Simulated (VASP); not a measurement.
Set up this calculation in VASP 6.6.1, as the native input.

| Property | Result |
| --- | --- |
| Task | relaxation of cell and atoms |
| Functional | PBE |
| Potentials or basis | VASP PAW PBE potentials, release 64 (Hg) |
| Cutoff | 600 eV |
| k mesh | 7 × 7 × 4 |
| Occupations | fermi-dirac, width 0.05 eV |
| Spin | no spin polarisation |
| Dipole correction | no |
| Further INCAR settings | ALGO = Normal; EDIFF = 1e-06; IBRION = 2; EDIFFG = -0.005; NSW = 80; ISIF = 3 |

The structure of Hg lies in POSCAR:

```
Hg
1.0
    3.4618096384      0.0000000000      0.0000000000
   -1.7309048192      2.9980150899      0.0000000000
    0.0000000000      0.0000000000      5.4875482800
Hg
2
Direct
    0.3333333333      0.6666666667      0.2500000000
    0.6666666667      0.3333333333      0.7500000000
```

These files were run (other wordings do the same):

INCAR

```
  PREC = Accurate
  ENCUT = 600
  EDIFF = 1E-6
  ISMEAR = -1
  SIGMA = 0.05
  LREAL = False
  LASPH = True
  NELM = 60
  ALGO = Normal
  ISIF = 3
  LWAVE = False
  LCHARG = False
  GGA = PE
  IBRION = 2
  NSW = 80
  EDIFFG = -0.005
```

KPOINTS

```
Automatic mesh
0
Gamma
  7 7 4
```

Potentials or basis: VASP PAW PBE potentials, release 64 (Hg).

The run is started by

```bash
$ cat potpaw_PBE.64/Hg/POTCAR > POTCAR
$ mpirun -np 1 vasp_std > vasp.out
```

Results of the run:

```
Relaxed volume                         : 31.82 Å³/atom
Relaxed cell                           : a = 3.579 Å, b = 3.579 Å, c = 5.736 Å, α = 90.00°, β = 90.00°, γ = 120.00°
Space group after relaxing (to 0.05 Å) : P6_3/mmc (No. 194)
Energy gained by relaxing              : 11.2 meV/atom
Ionic steps                            : 7
Pressure after relaxing                : 0.0 GPa
Band gap on the k mesh                 : 0.38 eV, indirect (least direct gap 1.55 eV)
```

Caveat: spin-orbit coupling is left out, which moves the levels of the heavy elements.

Wall time 2.2 min on 1 thread of AMD EPYC 7R13 Processor (Zen 3) (shared host), peak memory 0.18 GiB.
